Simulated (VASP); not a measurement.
Crystal: Zr3N4.

```
CELL_PARAMETERS angstrom
-3.41435 3.41435 3.41435
3.41435 -3.41435 3.41435
3.41435 3.41435 -3.41435
ATOMIC_POSITIONS crystal
Zr 0.25000 0.62500 0.37500
Zr 0.37500 0.25000 0.62500
Zr 0.75000 0.87500 0.12500
Zr 0.12500 0.75000 0.87500
Zr 0.62500 0.37500 0.25000
Zr 0.87500 0.12500 0.75000
N 0.13742 0.13742 0.13742
N 0.86258 0.50000 0.00000
N 0.50000 0.00000 0.36258
N 0.00000 0.86258 0.50000
N 0.36258 0.50000 0.00000
N 0.63742 0.63742 0.63742
N 0.00000 0.36258 0.50000
N 0.50000 0.00000 0.86258
```

```yaml
Program: VASP 6.6.1
Task: relaxation of the atoms
Functional: PBE
Potentials_or_basis: VASP PAW PBE potentials, release 64 (Zr_sv, N)
Cutoff: 520 eV
k_mesh: 6 × 6 × 6
Occupations: fermi-dirac, width 0.02 eV
Spin: no spin polarisation
```

At the start: pressure -5.7 GPa; volume 11.37 Å³/atom.

**Question.** Where does the relaxation end?

**Answer.** Over 5 steps the energy falls by 2.4 meV/atom at a fixed cell; space group I-43d (No. 220, to 0.1 Å) before and after.

The path:
```csv
step,energy change (eV),largest force (eV/Å),pressure (GPa)
1,0.0000,0.1643,-5.69
2,-0.0096,0.1385,-5.38
3,-0.0287,0.0617,-4.35
4,-0.0212,0.1067,-1.93
5,-0.0332,0.0035,-3.52
```

Final structure:
```
Zr N
1.0
    -3.41435    3.41435    3.41435
     3.41435   -3.41435    3.41435
     3.41435    3.41435   -3.41435
Zr N
6 8
Direct
  0.25000 0.62500 0.37500
  0.37500 0.25000 0.62500
  0.75000 0.87500 0.12500
  0.12500 0.75000 0.87500
  0.62500 0.37500 0.25000
  0.87500 0.12500 0.75000
  0.12912 0.12912 0.12912
  0.87088 0.50000 0.00000
  0.50000 0.00000 0.37088
  0.00000 0.87088 0.50000
  0.37088 0.50000 0.00000
  0.62912 0.62912 0.62912
  0.00000 0.37088 0.50000
  0.50000 0.00000 0.87088
```
